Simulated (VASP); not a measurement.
BaS:

```
Ba S
1.0
     0.00000    3.19375    3.19375
     3.19375    0.00000    3.19375
     3.19375    3.19375    0.00000
Ba S
1 1
Direct
  0.00000 0.00000 0.00000
  0.50000 0.50000 0.50000
```

```yaml
Program: VASP 6.6.1
Task: relaxation of cell and atoms
Functional: RPBE
Dispersion: D3(BJ)
Potentials_or_basis: VASP PAW PBE potentials, release 64 (Ba_sv, S)
Cutoff: 600 eV
k_mesh: 7 × 7 × 7
Occupations: fermi-dirac, width 0.05 eV
Spin: no spin polarisation
```

At the start: pressure -10.2 GPa; volume 32.58 Å³/atom.

Where does the relaxation end?

Over 6 steps the energy falls by 239.4 meV/atom and the volume is 26.41 Å³/atom (-18.9 %); space group Fm-3m (No. 225, to 0.05 Å).

The path:
```tsv
step	energy change (eV)	largest force (eV/Å)	pressure (GPa)	volume (Å³)
1	0.0000	0.0000	-10.17	65.15
2	-0.3194	0.0000	10.65	47.54
3	-0.4787	0.0000	-0.14	52.91
4	-0.4786	0.0000	0.21	52.68
5	-0.4787	0.0000	-0.16	52.93
6	-0.4787	0.0000	0.00	52.83
```

Final structure:
```
CELL_PARAMETERS angstrom
0.00000 2.97809 2.97809
2.97809 0.00000 2.97809
2.97809 2.97809 0.00000
ATOMIC_POSITIONS crystal
Ba 0.00000 0.00000 0.00000
S 0.50000 0.50000 0.50000
```

Caveat: the volume moved by over 15 % at a fixed basis, so the end points are rough; the PAW data sets were made with another functional, which shifts forces and pressure a little; the volume moved by -19 % from the deposited cell, more than functionals usually miss.
